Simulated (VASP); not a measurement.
# Si (C2/m) in VASP: single point with r2SCAN

Aim: the single point of Si with r2SCAN.

All numbers are computed with VASP 6.6.1; they aren't measurements. Logs are shortened: lines on timing, memory, paths and dates and some standing lists are left out, and cuts for length are marked.

### Step 1. The cell of the first run

It takes space group C2/m (No. 12, monoclinic). Conventional cell: a = 6.650 Å, b = 3.840 Å, c = 3.840 Å, α = 90.00°, β = 125.26°, γ = 90.00°. Within 3.1 Å of Si (site symmetry m) lie 4 Si at 2.32 to 2.37 Å.

### Step 2. Single point, r2SCAN

Contents of POSCAR:

```
Si
1.0
    0.0000000000      2.7150000000      2.7150000000
    2.7150000000      0.0000000000      2.7150000000
    2.7150000000      2.7150000000      0.0000000000
Si
2
Direct
    0.0000000000      0.0000000000      0.0000000000
    0.2600000000      0.2500000000      0.2450000000
```

Contents of INCAR.step1:

```
SYSTEM = Si
ALGO = Normal
EDIFF = 1E-5
ENCUT = 550
GGA = PE
GGA_COMPAT = .FALSE.
ISMEAR = 0
LASPH = .TRUE.
LCHARG = .FALSE.
LREAL = .FALSE.
LWAVE = .TRUE.
NBANDS = 11
NELM = 120
PREC = Accurate
SIGMA = 0.01
```

Contents of INCAR.step2:

```
SYSTEM = Si
ALGO = Normal
EDIFF = 1E-6
ENCUT = 550
GGA_COMPAT = .FALSE.
ISIF = 2
ISMEAR = 0
ISTART = 1
LASPH = .TRUE.
LCHARG = .FALSE.
LMIXTAU = .TRUE.
LREAL = .FALSE.
LWAVE = .FALSE.
METAGGA = R2SCAN
NBANDS = 11
NELM = 120
PREC = Accurate
SIGMA = 0.01
```

Contents of KPOINTS:

```
k-points
0
G
  3 3 3
  0 0 0
```

Potentials or basis: VASP PAW PBE potentials, release 64 (Si).

The run is started by

```sh
$ cat potpaw_PBE.64/Si/POTCAR > POTCAR
$ cp INCAR.step1 INCAR
$ mpirun -np 1 vasp_std > vasp.out
$ cp INCAR.step2 INCAR
$ mpirun -np 1 vasp_std > vasp.out
```

OUTCAR:

```text
SYSTEM = Si
   EDIFF = 1E-6
   ENCUT = 550
   ISIF = 2
   ISMEAR = 0
   ISTART = 1
   LASPH = .TRUE.
   LREAL = .FALSE.
   METAGGA = R2SCAN
   NELM = 120
   PREC = Accurate

 ion  position               nearest neighbor table
   1  0.000  0.000  0.000-   2 2.32   2 2.35   2 2.37   2 2.37
   2  0.260  0.250  0.245-   1 2.32   1 2.35   1 2.37   1 2.37

  LATTYP: Found a face centered cubic cell.
 ALAT       =     5.4300000000

  Lattice vectors:

 A1 = (   0.0000000000,   2.7150000000,   2.7150000000)
 A2 = (   2.7150000000,   0.0000000000,   2.7150000000)
 A3 = (   2.7150000000,   2.7150000000,   0.0000000000)

Analysis of symmetry for initial positions (statically):
[... 5 lines left out ...]
 face centered cubic supercell.

 Subroutine GETGRP returns: Found  4 space group operations
 (whereof  2 operations were pure point group operations)
 out of a pool of 48 trial point group operations.

The static configuration has the point symmetry C_1h.
 The point group associated with its full space group is C_2h.

Analysis of symmetry for dynamics (positions and initial velocities):
[... 5 lines left out ...]
 face centered cubic supercell.

 Subroutine GETGRP returns: Found  4 space group operations
 (whereof  2 operations were pure point group operations)
 out of a pool of 48 trial point group operations.

The dynamic configuration has the point symmetry C_1h.
 The point group associated with its full space group is C_2h.

 Subroutine INISYM returns: Found  4 space group operations
 (whereof  2 operations are pure point group operations),
 and found     1 'primitive' translations

----------------------------------------------------------------------------------------

                                     Primitive cell

  volume of cell :      40.0258

  direct lattice vectors                    reciprocal lattice vectors
     0.000000000  2.715000000  2.715000000    -0.184162063  0.184162063  0.184162063
     2.715000000  0.000000000  2.715000000     0.184162063 -0.184162063  0.184162063
     2.715000000  2.715000000  0.000000000     0.184162063  0.184162063 -0.184162063

  length of vectors
     3.839589822  3.839589822  3.839589822     0.318978049  0.318978049  0.318978049

  position of ions in fractional coordinates (direct lattice)
     0.000000000  0.000000000  0.000000000
     0.260000000  0.250000000  0.245000000

  ion indices of the primitive-cell ions
   primitive index   ion index
                 1           1
                 2           2

----------------------------------------------------------------------------------------

 KPOINTS: k-points

Automatic generation of k-mesh.
 Grid dimensions read from file:
 generate k-points for:    3    3    3

 Generating k-lattice:

  Cartesian coordinates                     Fractional coordinates (reciprocal lattice)
    -0.061387354  0.061387354  0.061387354     0.333333333  0.000000000  0.000000000
     0.061387354 -0.061387354  0.061387354     0.000000000  0.333333333  0.000000000
     0.061387354  0.061387354 -0.061387354     0.000000000  0.000000000  0.333333333

  Length of vectors
     0.106326016  0.106326016  0.106326016

  Shift w.r.t. Gamma in fractional coordinates (k-lattice)
     0.000000000  0.000000000  0.000000000

 Subroutine IBZKPT returns following result:
 ===========================================

 Found     10 irreducible k-points:

 Following reciprocal coordinates:
            Coordinates               Weight
  0.000000  0.000000  0.000000      1.000000
  0.333333  0.000000  0.000000      2.000000
  0.000000  0.333333  0.000000      2.000000
  0.000000  0.000000  0.333333      4.000000
  0.333333  0.333333  0.000000      2.000000
  0.000000  0.333333  0.333333      4.000000
 -0.333333  0.333333  0.000000      2.000000
  0.000000 -0.333333  0.333333      4.000000
  0.333333  0.000000 -0.333333      4.000000
  0.333333  0.333333 -0.333333      2.000000
   k-points           NKPTS =     10   k-points in BZ     NKDIM =     10   number of bands    NBANDS=     11
   number of dos      NEDOS =    301   number of ions     NIONS =      2
   total plane-waves  NPLWV =  27000
   dimension x,y,z NGX =    30 NGY =   30 NGZ =   30
   dimension x,y,z NGXF=    60 NGYF=   60 NGZF=   60
   ions per type =               2
   NGX,Y,Z   is equivalent  to a cutoff of  12.99, 12.99, 12.99 a.u.
   NGXF,Y,Z  is equivalent  to a cutoff of  25.98, 25.98, 25.98 a.u.
 SYSTEM =  Si
   PREC   = accura    normal or accurate (medium, high low for compatibility)
   ISTART =      1    job   : 0-new  1-cont  2-samecut
   ICHARG =      0    charge: 1-file 2-atom 10-const
   ISPIN  =      1    spin polarized calculation?
   LNONCOLLINEAR =      F non collinear calculations
   LSORBIT =      F    spin-orbit coupling
   LASPH  =      T    aspherical Exc in radial PAW
   ENCUT  =  550.0 eV  40.42 Ry    6.36 a.u.   7.34  7.34  7.34*2*pi/ulx,y,z
   NELM   =    120;   NELMIN=  2; NELMDL=  0     # of ELM steps
   EDIFF  = 0.1E-05   stopping-criterion for ELM
   LREAL  =      F    real-space projection
   EDIFFG = 0.1E-04   stopping-criterion for IOM
   NSW    =      0    number of steps for IOM
   IBRION =     -1    ionic relax: 0-MD 1-quasi-New 2-CG
[... 8 lines left out ...]
   EMIN   =  10.00;   EMAX   =-10.00  energy-range for DOS
   EFERMI =   0.00;   METHOD = LEGACY
   ISMEAR =     0;   SIGMA  =   0.01  broadening in eV -4-tet -1-fermi 0-gaus
   EFERMI_NEDOS =   21; number of points for ismear=-14 and -15
   IALGO  =     38    algorithm
   IMIX   =      4    mixing-type and parameters
     AMIX     =   0.40;   BMIX     =  1.00
     AMIX_MAG =   1.60;   BMIX_MAG =  1.00
  volume/ion in A,a.u.               =      20.01       135.05
  Fermi-wavevector in a.u.,A,eV,Ry     =   0.957176  1.808800 12.465458  0.916185
  Thomas-Fermi vector in A             =   2.086170
   LORBIT       =      0    0 simple, 1 ext, 2 COOP (PROOUT), +10 PAW based schemes
   METAGGA = R2SCAN    functional components
   LHFCALC =     F    Hartree Fock is set to
   AEXX    =    0.0000 exact exchange contribution
   IVDW    =     0    specifies the selected vdW correction
   LEPSILON=     F    determine dielectric tensor
   LRPA    =     F    only Hartree local field effects (RPA)
 non-spin polarized calculation
 Gauss-broadening in eV      SIGMA  =   0.01
  energy-cutoff  :      550.00
  volume of cell :       40.03
 maximum number of plane-waves:      1211
 NGX is ok and might be reduce to    30
   NGX = 15   NGY = 15   NGZ = 15

 number of electron       8.0000000 magnetization

 Free energy of the ion-electron system (eV)
  ---------------------------------------------------
  ext. energy  EPLUGINS =         0.00000000
  ---------------------------------------------------
  free energy    TOTEN  =       -16.93526139 eV

  energy without entropy =      -16.93526139  energy(sigma->0) =      -16.93526139

 E-fermi :   6.0754     XC(G=0):  -9.8009

 val. band max:        5.9739185985   @ k =   0.0000   0.0000   0.0000
 cond. band min:       6.7158801574   @ k =   0.3333   0.3333   0.0000
 fundamental gap:      0.7419615589
 Fermi energy:         6.0754203590

 k-point     1 :       0.0000    0.0000    0.0000
  band No.  band energies     occupation
      1      -6.6981      2.00000
      2       5.6446      2.00000
      3       5.8865      2.00000
      4       5.9739      2.00000
      5       8.4855      0.00000
      6       8.5352      0.00000
      7       8.6829      0.00000
      8       9.8462      0.00000
      9      13.9089      0.00000
     10      13.9127      0.00000
     11      14.4483      0.00000

 k-point     2 :       0.3333    0.0000    0.0000
  band No.  band energies     occupation
      1      -5.2269      2.00000
      2       0.1773      2.00000
      3       4.7708      2.00000
      4       4.8424      2.00000
      5       7.9709      0.00000
      6       9.5756      0.00000
      7       9.6592      0.00000
      8      14.1593      0.00000
      9      14.1940      0.00000
     10      14.3074      0.00000
     11      15.6073      0.00000

 k-point     3 :       0.0000    0.3333    0.0000
  band No.  band energies     occupation
      1      -5.2475      2.00000
      2       0.2750      2.00000
      3       4.6603      2.00000
      4       4.8791      2.00000
      5       7.9293      0.00000
      6       9.4375      0.00000
      7       9.6925      0.00000
      8      14.1874      0.00000
      9      14.3069      0.00000
     10      14.3126      0.00000
     11      15.6688      0.00000

 k-point     4 :       0.0000    0.0000    0.3333
  band No.  band energies     occupation
      1      -5.2576      2.00000
      2       0.3241      2.00000
      3       4.6514      2.00000
      4       4.8478      2.00000
      5       7.9112      0.00000
      6       9.4270      0.00000
      7       9.6517      0.00000
      8      14.2238      0.00000
      9      14.2984      0.00000
     10      14.3555      0.00000
     11      15.6994      0.00000

 k-point     5 :       0.3333    0.3333    0.0000
  band No.  band energies     occupation
      1      -4.6914      2.00000
      2       0.6458      2.00000
      3       3.2164      2.00000
      4       3.3227      2.00000
      5       6.7159      0.00000
      6       8.0458      0.00000
      7      13.5952      0.00000
      8      13.5978      0.00000
      9      16.1870      0.00000
     10      16.5032      0.00000
     11      19.7472      0.00000

 k-point     6 :       0.0000    0.3333    0.3333
  band No.  band energies     occupation
      1      -4.6910      2.00000
      2       0.6418      2.00000
      3       3.2472      2.00000
      4       3.2970      2.00000
      5       6.7181      0.00000
      6       8.0415      0.00000
      7      13.5923      0.00000
      8      13.5977      0.00000
      9      16.1903      0.00000
     10      16.5058      0.00000
     11      19.7382      0.00000

 k-point     7 :      -0.3333    0.3333    0.0000
  band No.  band energies     occupation
      1      -3.2036      2.00000
      2      -1.3119      2.00000
      3       1.1854      2.00000
      4       3.6528      2.00000
      5       7.6781      0.00000
      6      11.9181      0.00000
      7      12.6644      0.00000
      8      13.5226      0.00000
      9      13.8416      0.00000
     10      13.9604      0.00000
     11      21.0352      0.00000

 k-point     8 :       0.0000   -0.3333    0.3333
  band No.  band energies     occupation
      1      -3.2811      2.00000
      2      -1.1751      2.00000
      3       1.2129      2.00000
      4       3.5642      2.00000
      5       7.5650      0.00000
      6      12.0479      0.00000
      7      12.7844      0.00000
      8      13.3794      0.00000
      9      13.8957      0.00000
     10      13.9311      0.00000
     11      20.9045      0.00000

 k-point     9 :       0.3333    0.0000   -0.3333
  band No.  band energies     occupation
      1      -3.2297      2.00000
      2      -1.2676      2.00000
      3       1.1962      2.00000
      4       3.6229      2.00000
      5       7.6417      0.00000
      6      11.9556      0.00000
      7      12.7010      0.00000
      8      13.4792      0.00000
      9      13.8680      0.00000
     10      13.9459      0.00000
     11      20.9901      0.00000

 k-point    10 :       0.3333    0.3333   -0.3333
  band No.  band energies     occupation
      1      -3.3057      2.00000
      2      -1.1299      2.00000
      3       1.2242      2.00000
      4       3.5299      2.00000
      5       7.5312      0.00000
      6      12.0897      0.00000
      7      12.8211      0.00000
      8      13.3634      0.00000
      9      13.8924      0.00000
     10      13.9118      0.00000
     11      20.8619      0.00000

------------------------ aborting loop because EDIFF is reached ----------------------------------------

  FORCE on cell =-STRESS in cart. coord.  units (eV):
  Direction    XX          YY          ZZ          XY          YZ          ZX
  --------------------------------------------------------------------------------------
  -------------------------------------------------------------------------------------
  Total        0.6357183      0.6357183      0.6263894     -0.2634895      0.1382395     -0.1382395
  in kB       25.4469555     25.4469555     25.0735284    -10.5471327      5.5335411     -5.5335415
  external PRESSURE =      25.3224798 kB  Pullay stress =       0.0000000 kB

 VOLUME and BASIS-vectors are now :
 -----------------------------------------------------------------------------
  energy-cutoff  :      550.00
  volume of cell :       40.03
      direct lattice vectors                 reciprocal lattice vectors
     0.000000000  2.715000000  2.715000000    -0.184162063  0.184162063  0.184162063
     2.715000000  0.000000000  2.715000000     0.184162063 -0.184162063  0.184162063
     2.715000000  2.715000000  0.000000000     0.184162063  0.184162063 -0.184162063

 POSITION                                       TOTAL-FORCE (eV/Angst)
 -----------------------------------------------------------------------------------
      0.00000      0.00000      0.00000        -0.222474      0.222474      0.423583
      1.34392      1.37107      1.38465         0.222474     -0.222474     -0.423583
 -----------------------------------------------------------------------------------
    total drift:                               -0.000006      0.000005      0.000050

  FREE ENERGIE OF THE ION-ELECTRON SYSTEM (eV)
  ---------------------------------------------------
  free  energy   TOTEN  =       -16.9352613857 eV

  energy  without entropy=      -16.9352613857  energy(sigma->0) =      -16.93526139
```

It took 29 s on 1 thread of AMD EPYC 7R13, shared host; peak memory 0.13 GiB.

Results:

| Quantity | Value |
| --- | --- |
| Free energy | -16.9353 eV |
| Pressure | 2.5 GPa |
| Largest force | 0.528 eV/Å |
| Band gap on the k mesh | 0.74 eV, indirect (least direct gap 2.51 eV) |

Forces on the atoms (eV/Å):
```
Si  -0.222  0.222  0.424
Si   0.222 -0.222 -0.424
```

Stress tensor (GPa, compression positive):
```
 2.54 -1.05 -0.55
-1.05  2.54  0.55
-0.55  0.55  2.51
```

Caveat: the k points lie up to 0.67 Å⁻¹ apart; the PAW data sets were made with another functional, which shifts forces and pressure a little.
